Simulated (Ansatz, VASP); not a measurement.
# Fe: VASP beside Ansatz

The input INCAR:

```
SYSTEM = Fe
ALGO = Normal
EDIFF = 1E-8
ENCUT = 520
GGA = PE
ISIF = 2
ISMEAR = -1
ISPIN = 2
LASPH = .TRUE.
LCHARG = .FALSE.
LEFG = .TRUE.
LMAXMIX = 4
LORBIT = 11
LREAL = .FALSE.
LWAVE = .FALSE.
MAGMOM = 3
NBANDS = 14
NELM = 150
PREC = Accurate
SIGMA = 0.05
```

KPOINTS

```
k-points
0
G
  16 16 16
  0 0 0
```

File POSCAR:

```
Fe
1.0
    0.0000000000      1.9611570875      1.9651051623
    1.5134241070      0.0000000000      1.9651051623
    1.5134241070      1.9611570875      0.0000000000
Fe
1
Direct
    0.0000000000      0.0000000000      0.0000000000
```

Input for Ansatz:

```yaml
crystal:
  lattice:
    - [0.0, 1.9611570875, 1.9651051623]
    - [1.513424107, 0.0, 1.9651051623]
    - [1.513424107, 1.9611570875, 0.0]
  atoms:
    - { symbol: Fe, position: [0.0, 0.0, 0.0], spin: 3.0 }
magnetization:
  spin_polarized: true
kpoints:
  mp_grid: { grid: [16, 16, 16] }
scf:
  occupations: { method: fermi_dirac, width: 0.05 }
hamiltonian:
  xc: pbe
  pseudopotentials: { kind: all_electron, datasets: crystal }
output:
  forces: true
  stress: true
  eigenvalues: true
  efg: { contact_densities: true }
```

Change from the starting cell: equal xx and yy strain of +1 %, crystal datasets.

Alike in both runs: task electric field gradients; functional PBE; k mesh 16 × 16 × 16; occupations fermi-dirac, width 0.05 eV; collinear spin.

|  | VASP | Ansatz |
| --- | --- | --- |
| version | VASP 6.6.1 | Ansatz 0.2.0 |
| potentials or method | VASP PAW PBE potentials, release 64 (Fe), cutoff 520 eV | all-electron PAW with datasets made for the crystal, scalar-relativistic |

```tsv
	VASP	Ansatz	Ansatz less VASP
pressure (GPa)	-3.6	-4.0	-0.37
traceless stress, the component that is largest in VASP (GPa)	-5.29	-5.31	-0.025
net moment per atom (μB)	2.27	2.23	-0.035
size of the moment on the site where the two differ most (μB)	2.27	2.29	+0.016
size of Vzz on the site where it differs most (V/Å²)	5.7	6.7	+0.99
```

Site moments also hang on the region over which each program counts them. Ansatz ran all-electron here, and VASP with PAW potentials. Ansatz's warnings: printed levels off.
